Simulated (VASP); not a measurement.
# C (Fd-3m) in VASP: settings compared

The runs below take C through single point, with PBE, r2SCAN.

Program: VASP 6.6.1. These are calculated values, not measurements. Logs are shortened: lines on timing, memory, paths and dates and some standing lists are left out, and cuts for length are marked.

## Step 1: The cell of the first run

It takes space group Fd-3m (No. 227, cubic). The conventional cell has a = 3.560 Å, b = 3.560 Å, c = 3.560 Å, α = 90.00°, β = 90.00°, γ = 90.00°. C (site symmetry -43m) has 4 C at 1.54 Å within 2.1 Å.

## Step 2: Single point, PBE

INCAR

```
  ALGO = Normal
  EDIFF = 1E-6
  ENCUT = 600
  GGA = PE
  GGA_COMPAT = F
  ISIF = 2
  ISMEAR = 0
  LASPH = T
  LCHARG = F
  LREAL = F
  LWAVE = F
  NBANDS = 11
  NELM = 120
  PREC = Accurate
  SIGMA = 0.01
```

KPOINTS

```
k-points
0
Gamma
  12 12 12
```

POSCAR

```
C
1.0
    0.0000000000      1.7801243556      1.7801243556
    1.7801243556      0.0000000000      1.7801243556
    1.7801243556      1.7801243556      0.0000000000
C
2
Direct
    0.0000000000      0.0000000000      0.0000000000
    0.2500000000      0.2500000000      0.2500000000
```

Potentials or basis: VASP PAW PBE potentials, release 64 (C).

On the command line:

```sh
cat potpaw_PBE.64/C/POTCAR > POTCAR
mpirun -np 1 vasp_std > vasp.out
```

OUTCAR:

```text
EDIFF = 1E-6
   ENCUT = 600
   GGA = PE
   ISIF = 2
   ISMEAR = 0
   LASPH = T
   LREAL = F
   NELM = 120
   PREC = Accurate

 ion  position               nearest neighbor table
   1  0.000  0.000  0.000-   2 1.54   2 1.54   2 1.54   2 1.54
   2  0.250  0.250  0.250-   1 1.54   1 1.54   1 1.54   1 1.54

  LATTYP: Found a face centered cubic cell.
 ALAT       =     3.5602487112

  Lattice vectors:

 A1 = (   0.0000000000,   1.7801243556,   1.7801243556)
 A2 = (   1.7801243556,   0.0000000000,   1.7801243556)
 A3 = (   1.7801243556,   1.7801243556,   0.0000000000)

Analysis of symmetry for initial positions (statically):
=====================================================================
 Subroutine PRICEL returns:
 Original cell was already a primitive cell.

 Routine SETGRP: Setting up the symmetry group for a
 face centered cubic supercell.

 Subroutine GETGRP returns: Found 48 space group operations
 (whereof 24 operations were pure point group operations)
 out of a pool of 48 trial point group operations.

The static configuration has the point symmetry T_d .
 The point group associated with its full space group is O_h .

Analysis of symmetry for dynamics (positions and initial velocities):
=====================================================================
 Subroutine PRICEL returns:
 Original cell was already a primitive cell.

 Routine SETGRP: Setting up the symmetry group for a
 face centered cubic supercell.

 Subroutine GETGRP returns: Found 48 space group operations
 (whereof 24 operations were pure point group operations)
 out of a pool of 48 trial point group operations.

The dynamic configuration has the point symmetry T_d .
 The point group associated with its full space group is O_h .

 Subroutine INISYM returns: Found 48 space group operations
 (whereof 24 operations are pure point group operations),
 and found     1 'primitive' translations

----------------------------------------------------------------------------------------

                                     Primitive cell

  volume of cell :      11.2819

  direct lattice vectors                    reciprocal lattice vectors
     0.000000000  1.780124356  1.780124356    -0.280879253  0.280879253  0.280879253
     1.780124356  0.000000000  1.780124356     0.280879253 -0.280879253  0.280879253
     1.780124356  1.780124356  0.000000000     0.280879253  0.280879253 -0.280879253

  length of vectors
     2.517476006  2.517476006  2.517476006     0.486497138  0.486497138  0.486497138
[... 83 lines left out ...]
   EDIFFG = 0.1E-04   stopping-criterion for IOM
   NSW    =      0    number of steps for IOM
   IBRION =     -1    ionic relax: 0-MD 1-quasi-New 2-CG
   NFREE  =      0    steps in history (QN), initial steepest desc. (CG)
   ISIF   =      2    stress and relaxation
   ISYM   =      2    0-nonsym 1-usesym 2-fastsym
   POTIM  = 0.5000    time-step for ionic-motion
   TEBEG  =    0.0;   TEEND  =   0.0 temperature during run
   PSTRESS=    0.0 pullay stress
   NELECT =       8.0000    total number of electrons
   NUPDOWN=      -1.0000    fix difference up-down
   EMIN   =  10.00;   EMAX   =-10.00  energy-range for DOS
   EFERMI =   0.00;   METHOD = LEGACY
   ISMEAR =     0;   SIGMA  =   0.01  broadening in eV -4-tet -1-fermi 0-gaus
   EFERMI_NEDOS =   21; number of points for ismear=-14 and -15
   IALGO  =     38    algorithm
   IMIX   =      4    mixing-type and parameters
     AMIX     =   0.40;   BMIX     =  1.00
     AMIX_MAG =   1.60;   BMIX_MAG =  1.00
  volume/ion in A,a.u.               =       5.64        38.07
  Fermi-wavevector in a.u.,A,eV,Ry     =   1.459860  2.758735 28.996609  2.131191
  Thomas-Fermi vector in A             =   2.576377
   LORBIT       =      0    0 simple, 1 ext, 2 COOP (PROOUT), +10 PAW based schemes
   GGA     = PE    functional components
   LHFCALC =     F    Hartree Fock is set to
   AEXX    =    0.0000 exact exchange contribution
   IVDW    =     0    specifies the selected vdW correction
   LEPSILON=     F    determine dielectric tensor
   LRPA    =     F    only Hartree local field effects (RPA)
 non-spin polarized calculation
 Gauss-broadening in eV      SIGMA  =   0.01
  energy-cutoff  :      600.00
  volume of cell :       11.28
 maximum number of plane-waves:       388
   NGX =  9   NGY =  9   NGZ =  9

 number of electron       7.9999999 magnetization

 Free energy of the ion-electron system (eV)
  ---------------------------------------------------
  ext. energy  EPLUGINS =         0.00000000
  ---------------------------------------------------
  free energy    TOTEN  =       -18.18863232 eV

  energy without entropy =      -18.18863232  energy(sigma->0) =      -18.18863232

 E-fermi :   9.9008     XC(G=0): -13.2782

 val. band max:        9.8077253239   @ k =   0.0000   0.0000   0.0000
 cond. band min:      13.9736448822   @ k =   0.3333   0.3333   0.0000
 fundamental gap:      4.1659195583
 Fermi energy:         9.9008173212

 k-point     1 :       0.0000    0.0000    0.0000
  band No.  band energies     occupation
      1     -11.7423      2.00000
      2       9.8077      2.00000
      3       9.8077      2.00000
      4       9.8077      2.00000
      5      15.4130      0.00000
      6      15.4130      0.00000
      7      15.4130      0.00000
      8      23.2645      0.00000
      9      29.1728      0.00000
     10      36.4040      0.00000
     11      36.4040      0.00000
[... 309 lines left out ...]
 k-point    24 :      -0.4167    0.1667    0.0000
  band No.  band energies     occupation
      1      -5.5295      2.00000
      2      -2.7749      2.00000
      3       4.3108      2.00000
      4       6.2011      2.00000
      5      17.3674      0.00000
      6      20.0730      0.00000
      7      21.0830      0.00000
      8      25.3118      0.00000
      9      29.3149      0.00000
     10      34.0549      0.00000
     11      34.4769      0.00000

 [... further k-points ...]
[... 5 lines left out ...]
  --------------------------------------------------------------------------------------
  -------------------------------------------------------------------------------------
  Total        0.2969616      0.2969616      0.2969616      0.0000000      0.0000000      0.0000000
  in kB       42.1725504     42.1725504     42.1725504      0.0000000      0.0000000      0.0000000
  external PRESSURE =      42.1725504 kB  Pullay stress =       0.0000000 kB

 VOLUME and BASIS-vectors are now :
 -----------------------------------------------------------------------------
  energy-cutoff  :      600.00
  volume of cell :       11.28
      direct lattice vectors                 reciprocal lattice vectors
     0.000000000  1.780124356  1.780124356    -0.280879253  0.280879253  0.280879253
     1.780124356  0.000000000  1.780124356     0.280879253 -0.280879253  0.280879253
     1.780124356  1.780124356  0.000000000     0.280879253  0.280879253 -0.280879253

 POSITION                                       TOTAL-FORCE (eV/Angst)
 -----------------------------------------------------------------------------------
      0.00000      0.00000      0.00000         0.000000      0.000000      0.000000
      0.89006      0.89006      0.89006        -0.000000     -0.000000     -0.000000
 -----------------------------------------------------------------------------------
    total drift:                                0.000000      0.000000      0.000000

  FREE ENERGIE OF THE ION-ELECTRON SYSTEM (eV)
  ---------------------------------------------------
  free  energy   TOTEN  =       -18.1886323167 eV

  energy  without entropy=      -18.1886323167  energy(sigma->0) =      -18.18863232
```

Wall time 12 s (1 thread of Intel Xeon 8259CL, shared host); peak memory 0.12 GiB.

Results:

```
Free energy            : -18.1886 eV
Pressure               : 4.2 GPa
Band gap on the k mesh : 4.17 eV, indirect (least direct gap 5.61 eV)
```

A k mesh can miss the band edges. As with any semilocal functional, this PBE gap is likely too small.

## Step 3: Single point, r2SCAN (volume changed by -6%)

POSCAR

```
C
1.0
    0.0000000000      1.7437850905      1.7437850905
    1.7437850905      0.0000000000      1.7437850905
    1.7437850905      1.7437850905      0.0000000000
C
2
Direct
    0.0000000000      0.0000000000      0.0000000000
    0.2500000000      0.2500000000      0.2500000000
```

INCAR.step1

```
ALGO = Normal
EDIFF = 1E-5
ENCUT = 660
GGA = PE
GGA_COMPAT = False
ISMEAR = 0
LASPH = True
LCHARG = False
LREAL = False
LWAVE = True
NBANDS = 11
NELM = 120
PREC = Accurate
SIGMA = 0.01
```

INCAR.step2

```
ALGO = Normal
EDIFF = 1E-6
ENCUT = 660
GGA_COMPAT = False
ISIF = 2
ISMEAR = 0
ISTART = 1
LASPH = True
LCHARG = False
LMIXTAU = True
LREAL = False
LWAVE = False
METAGGA = R2SCAN
NBANDS = 11
NELM = 120
PREC = Accurate
SIGMA = 0.01
```

KPOINTS

```
k-points
0
Gamma
  10 10 10
```

Potentials or basis: VASP PAW PBE potentials, release 64 (C).

On the command line:

```sh
cat potpaw_PBE.64/C/POTCAR > POTCAR
cp INCAR.step1 INCAR
mpirun -np 1 vasp_std > vasp.out
cp INCAR.step2 INCAR
mpirun -np 1 vasp_std > vasp.out
```

Wall time 33 s (1 thread of Intel Xeon 8259CL, shared host); peak memory 0.13 GiB.

It converged, with:

* Free energy: -19.6018 eV
* Pressure: 31.5 GPa
* Band gap on the k mesh: 4.52 eV, indirect (least direct gap 6.02 eV)

Levels at points of the mesh, in eV from the valence-band top:
```tsv
k point	band 1	band 2	band 3	band 4	band 5	band 6	band 7	band 8
(0.00, 0.00, 0.00)	-23.65	0.00	0.00	0.00	6.02	6.02	6.02	15.47
(0.50, 0.00, 0.00)	-17.30	-14.83	-3.16	-3.16	9.16	9.16	10.10	17.35
(0.50, 0.50, 0.00)	-14.09	-14.09	-7.10	-7.10	5.15	5.15	18.97	18.97
```

Caveat: the PAW data sets were made with another functional, which shifts forces and pressure a little. A k mesh can miss the band edges.
